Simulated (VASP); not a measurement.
# MgO (Fm-3m) in VASP: single point with PBE

Aim: the single point of MgO with PBE.

Everything below comes from runs of VASP 6.6.1. Logs are shortened: lines on timing, memory, paths and dates and some standing lists are left out, and cuts for length are marked.

## (1) The cell of the first run

It takes space group Fm-3m (No. 225, cubic). Conventional cell: a = 4.198 Å, b = 4.198 Å, c = 4.198 Å, α = 90.00°, β = 90.00°, γ = 90.00°. Mg (site symmetry m-3m) has 6 O at 2.10 Å within 2.8 Å. Within 2.8 Å of O (site symmetry m-3m) lie 6 Mg at 2.10 Å.

## (2) Single point, PBE

Input file INCAR:

```
  PREC = Accurate
  ENCUT = 600
  EDIFF = 1E-6
  ISMEAR = 0
  SIGMA = 0.02
  LREAL = False
  LASPH = True
  NELM = 120
  ALGO = Normal
  ISIF = 2
  LWAVE = False
  LCHARG = True
  GGA = PE
  LELF = True
  LVHAR = True
  NBANDS = 11
  GGA_COMPAT = False
```

Input file KPOINTS:

```
regular mesh
0
Gamma
  10 10 10
```

Input file POSCAR:

```
MgO
1.0
    0.0000000000      2.0992477386      2.0992477386
    2.0992477386      0.0000000000      2.0992477386
    2.0992477386      2.0992477386      0.0000000000
Mg O
1 1
Direct
    0.0000000000      0.0000000000      0.0000000000
    0.5000000000      0.5000000000      0.5000000000
```

Potentials or basis: VASP PAW PBE potentials, release 64 (Mg, O).

On the command line:

```
> cat potpaw_PBE.64/Mg/POTCAR potpaw_PBE.64/O/POTCAR > POTCAR
> mpirun -np 1 vasp_std > vasp.out
```

OUTCAR:

```text
PREC = Accurate
   ENCUT = 600
   EDIFF = 1E-6
   ISMEAR = 0
   LREAL = False
   LASPH = True
   NELM = 120
   ISIF = 2
   GGA = PE

 ion  position               nearest neighbor table
   1  0.000  0.000  0.000-   2 2.10   2 2.10   2 2.10   2 2.10   2 2.10   2 2.10
   2  0.500  0.500  0.500-   1 2.10   1 2.10   1 2.10   1 2.10   1 2.10   1 2.10

  LATTYP: Found a face centered cubic cell.
 ALAT       =     4.1984954772

  Lattice vectors:

 A1 = (   0.0000000000,   2.0992477386,   2.0992477386)
 A2 = (   2.0992477386,   0.0000000000,   2.0992477386)
 A3 = (   2.0992477386,   2.0992477386,   0.0000000000)

Analysis of symmetry for initial positions (statically):
=====================================================================
 Subroutine PRICEL returns:
 Original cell was already a primitive cell.

 Routine SETGRP: Setting up the symmetry group for a
 face centered cubic supercell.

 Subroutine GETGRP returns: Found 48 space group operations
 (whereof 48 operations were pure point group operations)
 out of a pool of 48 trial point group operations.

The static configuration has the point symmetry O_h .

Analysis of symmetry for dynamics (positions and initial velocities):
=====================================================================
 Subroutine PRICEL returns:
 Original cell was already a primitive cell.

 Routine SETGRP: Setting up the symmetry group for a
 face centered cubic supercell.

 Subroutine GETGRP returns: Found 48 space group operations
 (whereof 48 operations were pure point group operations)
 out of a pool of 48 trial point group operations.

The dynamic configuration has the point symmetry O_h .

 Subroutine INISYM returns: Found 48 space group operations
 (whereof 48 operations are pure point group operations),
 and found     1 'primitive' translations

----------------------------------------------------------------------------------------

                                     Primitive cell

  volume of cell :      18.5021

  direct lattice vectors                    reciprocal lattice vectors
     0.000000000  2.099247739  2.099247739    -0.238180559  0.238180559  0.238180559
     2.099247739  0.000000000  2.099247739     0.238180559 -0.238180559  0.238180559
     2.099247739  2.099247739  0.000000000     0.238180559  0.238180559 -0.238180559

  length of vectors
     2.968784623  2.968784623  2.968784623     0.412540830  0.412540830  0.412540830

  position of ions in fractional coordinates (direct lattice)
     0.000000000  0.000000000  0.000000000
     0.500000000  0.500000000  0.500000000

  ion indices of the primitive-cell ions
   primitive index   ion index
                 1           1
                 2           2

----------------------------------------------------------------------------------------

 KPOINTS: regular mesh

Automatic generation of k-mesh.
 Grid dimensions read from file:
 generate k-points for:   10   10   10

 Generating k-lattice:

  Cartesian coordinates                     Fractional coordinates (reciprocal lattice)
    -0.023818056  0.023818056  0.023818056     0.100000000  0.000000000  0.000000000
     0.023818056 -0.023818056  0.023818056     0.000000000  0.100000000  0.000000000
     0.023818056  0.023818056 -0.023818056     0.000000000  0.000000000  0.100000000

  Length of vectors
     0.041254083  0.041254083  0.041254083

  Shift w.r.t. Gamma in fractional coordinates (k-lattice)
     0.000000000  0.000000000  0.000000000

 Subroutine IBZKPT returns following result:
 ===========================================

 Found     47 irreducible k-points:

 Following reciprocal coordinates:
            Coordinates               Weight
  0.000000  0.000000  0.000000      1.000000
  0.100000  0.000000  0.000000      8.000000
  0.200000  0.000000  0.000000      8.000000
  0.300000  0.000000  0.000000      8.000000
  0.400000  0.000000  0.000000      8.000000
  0.500000  0.000000  0.000000      4.000000
[... 16 lines left out ...]
  0.300000  0.300000  0.000000      6.000000
  0.400000  0.300000  0.000000     24.000000
 [... further k-points ...]
   k-points           NKPTS =     47   k-points in BZ     NKDIM =     47   number of bands    NBANDS=     11
   number of dos      NEDOS =    301   number of ions     NIONS =      2
   total plane-waves  NPLWV =  13824
   dimension x,y,z NGX =    24 NGY =   24 NGZ =   24
   dimension x,y,z NGXF=    48 NGYF=   48 NGZF=   48
   ions per type =               1   1
   NGX,Y,Z   is equivalent  to a cutoff of  13.44, 13.44, 13.44 a.u.
   NGXF,Y,Z  is equivalent  to a cutoff of  26.88, 26.88, 26.88 a.u.
 SYSTEM =  unknown system
   PREC   = accura    normal or accurate (medium, high low for compatibility)
   ISTART =      0    job   : 0-new  1-cont  2-samecut
   ICHARG =      2    charge: 1-file 2-atom 10-const
   ISPIN  =      1    spin polarized calculation?
   LNONCOLLINEAR =      F non collinear calculations
   LSORBIT =      F    spin-orbit coupling
   LASPH  =      T    aspherical Exc in radial PAW
   ENCUT  =  600.0 eV  44.10 Ry    6.64 a.u.   5.93  5.93  5.93*2*pi/ulx,y,z
   NELM   =    120;   NELMIN=  2; NELMDL= -5     # of ELM steps
   EDIFF  = 0.1E-05   stopping-criterion for ELM
   LREAL  =      F    real-space projection
   EDIFFG = 0.1E-04   stopping-criterion for IOM
   NSW    =      0    number of steps for IOM
   IBRION =     -1    ionic relax: 0-MD 1-quasi-New 2-CG
   NFREE  =      0    steps in history (QN), initial steepest desc. (CG)
   ISIF   =      2    stress and relaxation
   ISYM   =      2    0-nonsym 1-usesym 2-fastsym
   POTIM  = 0.5000    time-step for ionic-motion
   TEBEG  =    0.0;   TEEND  =   0.0 temperature during run
   PSTRESS=    0.0 pullay stress
   NELECT =       8.0000    total number of electrons
   NUPDOWN=      -1.0000    fix difference up-down
   EMIN   =  10.00;   EMAX   =-10.00  energy-range for DOS
   EFERMI =   0.00;   METHOD = LEGACY
   ISMEAR =     0;   SIGMA  =   0.02  broadening in eV -4-tet -1-fermi 0-gaus
   EFERMI_NEDOS =   21; number of points for ismear=-14 and -15
   IALGO  =     38    algorithm
   IMIX   =      4    mixing-type and parameters
     AMIX     =   0.40;   BMIX     =  1.00
     AMIX_MAG =   1.60;   BMIX_MAG =  1.00
  volume/ion in A,a.u.               =       9.25        62.43
  Fermi-wavevector in a.u.,A,eV,Ry     =   1.237935  2.339358 20.850694  1.532483
  Thomas-Fermi vector in A             =   2.372481
   LORBIT       =      0    0 simple, 1 ext, 2 COOP (PROOUT), +10 PAW based schemes
   GGA     = PE    functional components
   LHFCALC =     F    Hartree Fock is set to
   AEXX    =    0.0000 exact exchange contribution
   IVDW    =     0    specifies the selected vdW correction
   LEPSILON=     F    determine dielectric tensor
   LRPA    =     F    only Hartree local field effects (RPA)
 non-spin polarized calculation
 Gauss-broadening in eV      SIGMA  =   0.02
  energy-cutoff  :      600.00
  volume of cell :       18.50
 maximum number of plane-waves:       636
   NGX = 11   NGY = 11   NGZ = 11

 number of electron       8.0000004 magnetization

 Free energy of the ion-electron system (eV)
  ---------------------------------------------------
  ext. energy  EPLUGINS =         0.00000000
  ---------------------------------------------------
  free energy    TOTEN  =       -11.90340604 eV

  energy without entropy =      -11.90340604  energy(sigma->0) =      -11.90340604

 E-fermi :   3.4047     XC(G=0): -11.1242

 val. band max:        3.2579617410   @ k =   0.0000   0.0000   0.0000
 cond. band min:       8.0805416699   @ k =   0.0000   0.0000   0.0000
 fundamental gap:      4.8225799289
 Fermi energy:         3.4047212080

 k-point     1 :       0.0000    0.0000    0.0000
  band No.  band energies     occupation
      1     -14.0544      2.00000
      2       3.2580      2.00000
      3       3.2580      2.00000
      4       3.2580      2.00000
      5       8.0805      0.00000
      6      19.1151      0.00000
      7      19.1151      0.00000
      8      19.1151      0.00000
      9      23.0562      0.00000
     10      24.8430      0.00000
     11      24.8430      0.00000

 k-point     2 :       0.1000    0.0000    0.0000
  band No.  band energies     occupation
      1     -13.9470      2.00000
      2       2.6045      2.00000
      3       3.1893      2.00000
      4       3.1893      2.00000
      5       8.7080      0.00000
      6      17.8626      0.00000
      7      19.3588      0.00000
      8      19.3588      0.00000
      9      24.1290      0.00000
     10      24.1290      0.00000
     11      24.7316      0.00000

 k-point     3 :       0.2000    0.0000    0.0000
  band No.  band energies     occupation
      1     -13.6515      2.00000
      2       1.2743      2.00000
      3       3.0154      2.00000
      4       3.0154      2.00000
      5       9.9031      0.00000
      6      16.3526      0.00000
      7      19.8552      0.00000
      8      19.8552      0.00000
      9      23.4405      0.00000
     10      23.4405      0.00000
     11      25.6806      0.00000

 k-point     4 :       0.3000    0.0000    0.0000
  band No.  band energies     occupation
      1     -13.2521      2.00000
      2      -0.0609      2.00000
      3       2.8108      2.00000
      4       2.8108      2.00000
      5      10.8306      0.00000
      6      15.6834      0.00000
      7      19.9885      0.00000
      8      19.9885      0.00000
      9      23.8837      0.00000
     10      23.8837      0.00000
     11      25.0677      0.00000

 k-point     5 :       0.4000    0.0000    0.0000
  band No.  band energies     occupation
      1     -12.8937      2.00000
      2      -1.0383      2.00000
      3       2.6529      2.00000
      4       2.6529      2.00000
      5      11.1736      0.00000
      6      15.7970      0.00000
      7      19.7821      0.00000
      8      19.7821      0.00000
      9      24.5024      0.00000
     10      25.1453      0.00000
     11      25.1453      0.00000
[... 211 lines left out ...]
 k-point    21 :      -0.3000    0.2000    0.0000
  band No.  band energies     occupation
      1     -12.8142      2.00000
      2      -0.4430      2.00000
      3       1.4322      2.00000
      4       2.5949      2.00000
      5      12.6116      0.00000
      6      15.2619      0.00000
      7      17.5621      0.00000
      8      20.7091      0.00000
      9      23.6233      0.00000
     10      24.4669      0.00000
     11      28.5029      0.00000

 k-point    22 :      -0.2000    0.2000    0.0000
  band No.  band energies     occupation
      1     -13.1336      2.00000
      2       0.1384      2.00000
      3       1.9072      2.00000
      4       2.8066      2.00000
      5      11.7988      0.00000
      6      15.2187      0.00000
      7      18.4810      0.00000
      8      21.1721      0.00000
      9      21.8104      0.00000
     10      24.7385      0.00000
     11      28.2679      0.00000

 k-point    23 :       0.3000    0.3000    0.0000
  band No.  band energies     occupation
      1     -13.0469      2.00000
      2       0.0817      2.00000
      3       2.3112      2.00000
      4       2.3112      2.00000
      5      12.2141      0.00000
      6      13.7135      0.00000
      7      17.7970      0.00000
      8      21.3140      0.00000
      9      21.3140      0.00000
     10      27.5141      0.00000
     11      30.8374      0.00000

 k-point    24 :       0.4000    0.3000    0.0000
  band No.  band energies     occupation
      1     -12.7949      2.00000
      2      -0.3485      2.00000
      3       1.9413      2.00000
      4       2.1624      2.00000
      5      12.9233      0.00000
      6      13.4756      0.00000
      7      16.9653      0.00000
      8      21.5654      0.00000
      9      21.7734      0.00000
     10      28.2667      0.00000
     11      30.4316      0.00000

 [... further k-points ...]

------------------------ aborting loop because EDIFF is reached ----------------------------------------

  FORCE on cell =-STRESS in cart. coord.  units (eV):
  Direction    XX          YY          ZZ          XY          YZ          ZX
  --------------------------------------------------------------------------------------
  -------------------------------------------------------------------------------------
  Total        0.6181602      0.6181602      0.6181602      0.0000000     -0.0000000     -0.0000000
  in kB       53.5291701     53.5291701     53.5291701      0.0000000     -0.0000000     -0.0000000
  external PRESSURE =      53.5291701 kB  Pullay stress =       0.0000000 kB

 VOLUME and BASIS-vectors are now :
 -----------------------------------------------------------------------------
  energy-cutoff  :      600.00
  volume of cell :       18.50
      direct lattice vectors                 reciprocal lattice vectors
     0.000000000  2.099247739  2.099247739    -0.238180559  0.238180559  0.238180559
     2.099247739  0.000000000  2.099247739     0.238180559 -0.238180559  0.238180559
     2.099247739  2.099247739  0.000000000     0.238180559  0.238180559 -0.238180559

 POSITION                                       TOTAL-FORCE (eV/Angst)
 -----------------------------------------------------------------------------------
      0.00000      0.00000      0.00000        -0.000000     -0.000000     -0.000000
      2.09925      2.09925      2.09925         0.000000      0.000000      0.000000
 -----------------------------------------------------------------------------------
    total drift:                               -0.000000     -0.000000      0.000000

  FREE ENERGIE OF THE ION-ELECTRON SYSTEM (eV)
  ---------------------------------------------------
  free  energy   TOTEN  =       -11.9034060431 eV

  energy  without entropy=      -11.9034060431  energy(sigma->0) =      -11.90340604
```

Run time: 13 s. Hardware: 1 thread of Intel Xeon Platinum 8375C at 2.90GHz (Ice Lake), shared host; peak memory 0.14 GiB.

Results:

```yaml
Free_energy: -11.9034 eV
Pressure: 5.4 GPa
Band_gap_on_the_k_mesh: 4.82 eV
```

Levels at points of the mesh, in eV from the valence-band top:
| k point | band 1 | band 2 | band 3 | band 4 | band 5 | band 6 | band 7 | band 8 | band 9 |
| --- | --- | --- | --- | --- | --- | --- | --- | --- | --- |
| (0.00, 0.00, 0.00) | -17.31 | 0.00 | 0.00 | 0.00 | 4.82 | 15.86 | 15.86 | 15.86 | 19.80 |
| (0.50, 0.00, 0.00) | -16.00 | -4.66 | -0.66 | -0.66 | 7.96 | 12.72 | 16.41 | 16.41 | 21.04 |
| (0.50, 0.50, 0.00) | -15.74 | -4.12 | -1.36 | -1.36 | 9.13 | 10.08 | 13.20 | 19.12 | 19.12 |

Caveat: the cell stands under pressure.
